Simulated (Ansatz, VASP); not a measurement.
# Si: VASP beside Ansatz

POSCAR

```
Si
1.0
    2.5532901917      0.0000000000      0.0000000000
   -1.2766450958      2.2112141692      0.0000000000
    0.0000000000      0.0000000000      4.4721801136
Si
2
Direct
    0.3333333333      0.6666666667      0.2500000000
    0.6666666667      0.3333333333      0.7500000000
```

The input INCAR.step1:

```
SYSTEM = Si
PREC = Accurate
ENCUT = 520
ISMEAR = -1
SIGMA = 0.1
LREAL = .False.
LASPH = .True.
NELM = 80
NBANDS = 11
GGA = PE
ALGO = Normal
EDIFF = 1E-4
LWAVE = .True.
LCHARG = .False.
```

INCAR.step2

```
SYSTEM = Si
PREC = Accurate
ENCUT = 520
EDIFF = 1E-6
ISMEAR = -1
SIGMA = 0.1
LREAL = .False.
LASPH = .True.
NELM = 80
ALGO = Normal
ISIF = 2
LWAVE = .False.
LCHARG = .False.
METAGGA = R2SCAN
LMIXTAU = .True.
NBANDS = 11
ISTART = 1
```

KPOINTS

```
regular mesh
0
Gamma
  15 15 8
  0 0 0
```

Input for Ansatz:

```yaml
crystal:
  lattice:
    - [2.5532901917, 0.0, 0.0]
    - [-1.2766450958, 2.2112141692, 0.0]
    - [0.0, 0.0, 4.4721801136]
  atoms:
    - { symbol: Si, position: [0.3333333333, 0.6666666667, 0.25] }
    - { symbol: Si, position: [0.6666666667, 0.3333333333, 0.75] }
hamiltonian:
  xc: r2scan
  pseudopotentials:
    kind: paw
    azcp:
      Si: "pseudopotentials/Si.paw.azcp"
basis:
  ecutwfc: 500
  fft_grid_basis: typed
kpoints:
  mp_grid: { grid: [15, 15, 8], shift: [0, 0, 0] }
magnetization:
  spin_polarized: false
scf:
  occupations: { method: fermi_dirac, width: 0.1 }
  lower_state_search: "off"
output:
  stress: true
```

Alike in both runs: task single point; functional r2SCAN; k mesh 15 × 15 × 8; occupations fermi-dirac, width 0.1 eV; no spin polarisation.

|  | VASP | Ansatz |
| --- | --- | --- |
| version | VASP 6.6.1 | Ansatz 0.2.0 |
| potentials or method | VASP PAW PBE potentials, release 64 (Si), cutoff 520 eV | plane waves (500 eV) with PAW, scalar-relativistic |
| valence electrons in the cell | 8 | 8 |

```csv
,VASP,Ansatz,Ansatz less VASP
pressure (GPa),9.8,9.8,-0.05
"traceless stress, the component that is largest in VASP (GPa)",-3.28,-3.34,-0.063
```

VASP's potentials were made for PBE, not for r2SCAN.
